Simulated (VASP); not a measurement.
Si5H32C3, 40 atoms in the cell. The cell holds an amorphous packing of atoms, 40 atoms: a = 8.657 Å, b = 8.657 Å, c = 8.657 Å, α = 90.00°, β = 90.00°, γ = 90.00°. 

```yaml
Program: VASP 6.6.1
Task: single point
Functional: PBE
Dispersion: D3(BJ)
Potentials_or_basis: VASP PAW PBE potentials, release 64 (C, H, Si)
Cutoff: 520 eV
k_mesh: 1 × 1 × 1
Occupations: fermi-dirac, width 0.02 eV
Spin: no spin polarisation
Dipole_correction: no
Charge: -9
Further_INCAR_settings: LREAL = Auto; ALGO = Normal; EDIFF = 1e-06; NBANDS = 58; NELECT = 73.0
```

Potentials or basis: VASP PAW PBE potentials, release 64 (C, H, Si).

Command:

```console
$ cat potpaw_PBE.64/C/POTCAR potpaw_PBE.64/H/POTCAR potpaw_PBE.64/Si/POTCAR > POTCAR
$ mpirun -np 1 vasp_gam > vasp.out
```

Hardware: 1 thread of Intel(R) Xeon(R) 6975P-C (Granite Rapids) (shared host).

Question: Estimate the wall time of this run.

Answer: It took 46 s on 1 thread of Intel(R) Xeon(R) 6975P-C (Granite Rapids), on a shared host, peak memory 0.51 GiB. Counts: scf iterations 16, k points 1.
